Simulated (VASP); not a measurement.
# TeAs (Fm-3m) in VASP: a series of runs, part 2 of 2

VASP 6.6.1.

**3. Relaxation of cell and atoms, LDA**

This run uses another cell than the first one, of 26.20 Å³/atom, 1.069 times its volume.

INCAR reads:

```
PREC = Accurate
ENCUT = 600
EDIFF = 1E-7
ISMEAR = -1
SIGMA = 0.02
LREAL = F
LASPH = T
NELM = 60
ALGO = Normal
ISIF = 3
LWAVE = F
LCHARG = F
GGA = CA
IBRION = 2
NSW = 60
EDIFFG = -0.03
```

KPOINTS reads:

```
regular mesh
0
Gamma
  7 7 7
```

POSCAR reads:

```
TeAs
1.0
    0.0000000000      2.9700000000      2.9700000000
    2.9700000000      0.0000000000      2.9700000000
    2.9700000000      2.9700000000      0.0000000000
Te As
1 1
Direct
    0.0000000000      0.0000000000      0.0000000000
    0.5000000000      0.5000000000      0.5000000000
```

Potentials or basis: VASP PAW LDA potentials, release 64 (Te, As).

Launch:

```console
$ cat potpaw_LDA.64/Te/POTCAR potpaw_LDA.64/As/POTCAR > POTCAR
$ mpirun -np 1 vasp_std > vasp.out
```

OUTCAR:

```text
PREC = Accurate
   ENCUT = 600
   EDIFF = 1E-7
   ISMEAR = -1
   LREAL = F
   LASPH = T
   NELM = 60
   ISIF = 3
   GGA = CA
   IBRION = 2
   NSW = 60
   EDIFFG = -0.03

 ion  position               nearest neighbor table
   1  0.000  0.000  0.000-   2 2.97   2 2.97   2 2.97   2 2.97   2 2.97   2 2.97
   2  0.500  0.500  0.500-   1 2.97   1 2.97   1 2.97   1 2.97   1 2.97   1 2.97

  LATTYP: Found a face centered cubic cell.
 ALAT       =     5.9400000000

  Lattice vectors:

 A1 = (   0.0000000000,   2.9700000000,   2.9700000000)
 A2 = (   2.9700000000,   0.0000000000,   2.9700000000)
 A3 = (   2.9700000000,   2.9700000000,   0.0000000000)

Analysis of symmetry for initial positions (statically):
=====================================================================
 Subroutine PRICEL returns:
 Original cell was already a primitive cell.

 Routine SETGRP: Setting up the symmetry group for a
 face centered cubic supercell.

 Subroutine GETGRP returns: Found 48 space group operations
 (whereof 48 operations were pure point group operations)
 out of a pool of 48 trial point group operations.

The static configuration has the point symmetry O_h .

Analysis of symmetry for dynamics (positions and initial velocities):
=====================================================================
 Subroutine PRICEL returns:
 Original cell was already a primitive cell.

 Routine SETGRP: Setting up the symmetry group for a
 face centered cubic supercell.

 Subroutine GETGRP returns: Found 48 space group operations
 (whereof 48 operations were pure point group operations)
 out of a pool of 48 trial point group operations.

The dynamic configuration has the point symmetry O_h .

 Subroutine INISYM returns: Found 48 space group operations
 (whereof 48 operations are pure point group operations),
 and found     1 'primitive' translations

----------------------------------------------------------------------------------------

                                     Primitive cell

  volume of cell :      52.3961

  direct lattice vectors                    reciprocal lattice vectors
     0.000000000  2.970000000  2.970000000    -0.168350168  0.168350168  0.168350168
     2.970000000  0.000000000  2.970000000     0.168350168 -0.168350168  0.168350168
     2.970000000  2.970000000  0.000000000     0.168350168  0.168350168 -0.168350168

  length of vectors
     4.200214280  4.200214280  4.200214280     0.291591045  0.291591045  0.291591045

  position of ions in fractional coordinates (direct lattice)
     0.000000000  0.000000000  0.000000000
     0.500000000  0.500000000  0.500000000

  ion indices of the primitive-cell ions
   primitive index   ion index
                 1           1
                 2           2

----------------------------------------------------------------------------------------

 KPOINTS: regular mesh

Automatic generation of k-mesh.
 Grid dimensions read from file:
 generate k-points for:    7    7    7

 Generating k-lattice:

  Cartesian coordinates                     Fractional coordinates (reciprocal lattice)
    -0.024050024  0.024050024  0.024050024     0.142857143  0.000000000  0.000000000
     0.024050024 -0.024050024  0.024050024     0.000000000  0.142857143  0.000000000
     0.024050024  0.024050024 -0.024050024     0.000000000  0.000000000  0.142857143

  Length of vectors
     0.041655864  0.041655864  0.041655864

  Shift w.r.t. Gamma in fractional coordinates (k-lattice)
     0.000000000  0.000000000  0.000000000

 Subroutine IBZKPT returns following result:
 ===========================================

 Found     20 irreducible k-points:

 Following reciprocal coordinates:
            Coordinates               Weight
  0.000000  0.000000  0.000000      1.000000
  0.142857  0.000000  0.000000      8.000000
  0.285714  0.000000  0.000000      8.000000
  0.428571  0.000000  0.000000      8.000000
  0.142857  0.142857  0.000000      6.000000
  0.285714  0.142857  0.000000     24.000000
[... 12 lines left out ...]
 -0.428571  0.428571  0.142857     24.000000
 -0.285714  0.428571  0.142857     24.000000
   k-points           NKPTS =     20   k-points in BZ     NKDIM =     20   number of bands    NBANDS=      9
   number of dos      NEDOS =    301   number of ions     NIONS =      2
   total plane-waves  NPLWV =  46656
   dimension x,y,z NGX =    36 NGY =   36 NGZ =   36
   dimension x,y,z NGXF=    72 NGYF=   72 NGZF=   72
   ions per type =               1   1
   NGX,Y,Z   is equivalent  to a cutoff of  14.25, 14.25, 14.25 a.u.
   NGXF,Y,Z  is equivalent  to a cutoff of  28.50, 28.50, 28.50 a.u.
 SYSTEM =  unknown system
   PREC   = accura    normal or accurate (medium, high low for compatibility)
   ISTART =      0    job   : 0-new  1-cont  2-samecut
   ICHARG =      2    charge: 1-file 2-atom 10-const
   ISPIN  =      1    spin polarized calculation?
   LNONCOLLINEAR =      F non collinear calculations
   LSORBIT =      F    spin-orbit coupling
   LASPH  =      T    aspherical Exc in radial PAW
   ENCUT  =  600.0 eV  44.10 Ry    6.64 a.u.   8.39  8.39  8.39*2*pi/ulx,y,z
   NELM   =     60;   NELMIN=  2; NELMDL= -5     # of ELM steps
   EDIFF  = 0.1E-06   stopping-criterion for ELM
   LREAL  =      F    real-space projection
   EDIFFG = -.3E-01   stopping-criterion for IOM
   NSW    =     60    number of steps for IOM
   IBRION =      2    ionic relax: 0-MD 1-quasi-New 2-CG
   NFREE  =      1    steps in history (QN), initial steepest desc. (CG)
   ISIF   =      3    stress and relaxation
   ISYM   =      2    0-nonsym 1-usesym 2-fastsym
   POTIM  = 0.5000    time-step for ionic-motion
   TEBEG  =    0.0;   TEEND  =   0.0 temperature during run
   PSTRESS=    0.0 pullay stress
   NELECT =      11.0000    total number of electrons
   NUPDOWN=      -1.0000    fix difference up-down
   EMIN   =  10.00;   EMAX   =-10.00  energy-range for DOS
   EFERMI =   0.00;   METHOD = LEGACY
   ISMEAR =    -1;   SIGMA  =   0.02  broadening in eV -4-tet -1-fermi 0-gaus
   EFERMI_NEDOS =   21; number of points for ismear=-14 and -15
   IALGO  =     38    algorithm
   IMIX   =      4    mixing-type and parameters
     AMIX     =   0.40;   BMIX     =  1.00
     AMIX_MAG =   1.60;   BMIX_MAG =  1.00
  volume/ion in A,a.u.               =      26.20       176.79
  Fermi-wavevector in a.u.,A,eV,Ry     =   0.972985  1.838674 12.880621  0.946699
  Thomas-Fermi vector in A             =   2.103327
   LORBIT       =      0    0 simple, 1 ext, 2 COOP (PROOUT), +10 PAW based schemes
   GGA     = CA    functional components
   LHFCALC =     F    Hartree Fock is set to
   AEXX    =    0.0000 exact exchange contribution
   IVDW    =     0    specifies the selected vdW correction
   LEPSILON=     F    determine dielectric tensor
   LRPA    =     F    only Hartree local field effects (RPA)
 conjugate gradient relaxation of ions
 non-spin polarized calculation
  energy-cutoff  :      600.00
  volume of cell :       52.40
 maximum number of plane-waves:      1807
 NGX is ok and might be reduce to    36
   NGX = 17   NGY = 17   NGZ = 17

--------------------------------------- Ionic step        1  -------------------------------------------

 number of electron      11.0000000 magnetization

 Free energy of the ion-electron system (eV)
  ---------------------------------------------------
  ext. energy  EPLUGINS =         0.00000000
  ---------------------------------------------------
  free energy    TOTEN  =        -8.99461264 eV

  energy without entropy =       -8.99181521  energy(sigma->0) =       -8.99321392

 E-fermi :   6.3007     XC(G=0):  -9.9570

 val. band max:        6.2041636975   @ k =  -0.1429   0.1429   0.0000
 cond. band min:       6.3194307315   @ k =   0.2857   0.1429   0.0000
 fundamental gap:      0.1152670340
 Fermi energy:         6.3007101207

 k-point     1 :       0.0000    0.0000    0.0000
  band No.  band energies     occupation
      1      -7.9088      2.00000
      2      -0.8384      2.00000
      3       3.7340      2.00000
      4       3.7340      2.00000
      5       3.7340      2.00000
      6       8.5665      0.00000
      7       8.5665      0.00000
      8       8.5665      0.00000
      9      11.2619      0.00000
[... 295 lines left out ...]
  energy  without entropy=       -9.0219464776  energy(sigma->0) =       -9.02333121

--------------------------------------- Ionic step        3  -------------------------------------------

 number of electron      11.0000000 magnetization

 Free energy of the ion-electron system (eV)
  ---------------------------------------------------
  ext. energy  EPLUGINS =         0.00000000
  ---------------------------------------------------
  free energy    TOTEN  =        -9.03986791 eV

  energy without entropy =       -9.03694256  energy(sigma->0) =       -9.03840524

 E-fermi :   7.1857     XC(G=0): -10.2290

 val. band max:        6.9593522490   @ k =  -0.1429   0.1429   0.0000
 cond. band min:       7.2048020718   @ k =  -0.2857   0.4286   0.1429
 fundamental gap:      0.2454498228
 Fermi energy:         7.1856773818

 k-point     1 :       0.0000    0.0000    0.0000
  band No.  band energies     occupation
      1      -7.6184      2.00000
      2       0.3118      2.00000
      3       4.3872      2.00000
      4       4.3872      2.00000
      5       4.3872      2.00000
      6       9.5463      0.00000
      7       9.5463      0.00000
      8       9.5463      0.00000
      9      11.9398      0.00000
[... 255 lines left out ...]
  FREE ENERGIE OF THE ION-ELECTRON SYSTEM (eV)
  ---------------------------------------------------
  free  energy   TOTEN  =        -9.0398679139 eV

  energy  without entropy=       -9.0369425648  energy(sigma->0) =       -9.03840524

 reached required accuracy - stopping structural energy minimisation
```

Wall time 52 s (1 thread of Intel Xeon 8259CL, shared host); peak memory 0.18 GiB.

What came out:

```
Free energy                            : -9.0399 eV
Relaxed volume                         : 24.56 Å³/atom
Relaxed cell                           : a = 4.111 Å, b = 4.111 Å, c = 4.111 Å, α = 60.00°, β = 60.00°, γ = 60.00°
Space group after relaxing (to 0.05 Å) : Fm-3m (No. 225)
Energy gained by relaxing              : 22.6 meV/atom
Ionic steps                            : 3
Pressure after relaxing                : 0.0 GPa
```

Step by step:
```
step  energy change (eV)  largest force (eV/Å)  pressure (GPa)  volume (Å³)
   1              0.0000                0.0000           -4.18        52.40
   2             -0.0301                0.0000            2.88        47.38
   3             -0.0453                0.0000           -0.01        49.12
```

Final structure:
```
CELL_PARAMETERS angstrom
0.00000 2.90683 2.90683
2.90683 0.00000 2.90683
2.90683 2.90683 0.00000
ATOMIC_POSITIONS crystal
Te 0.00000 0.00000 0.00000
As 0.50000 0.50000 0.50000
```

Caveat: spin-orbit coupling is left out, which moves the levels of the heavy elements.
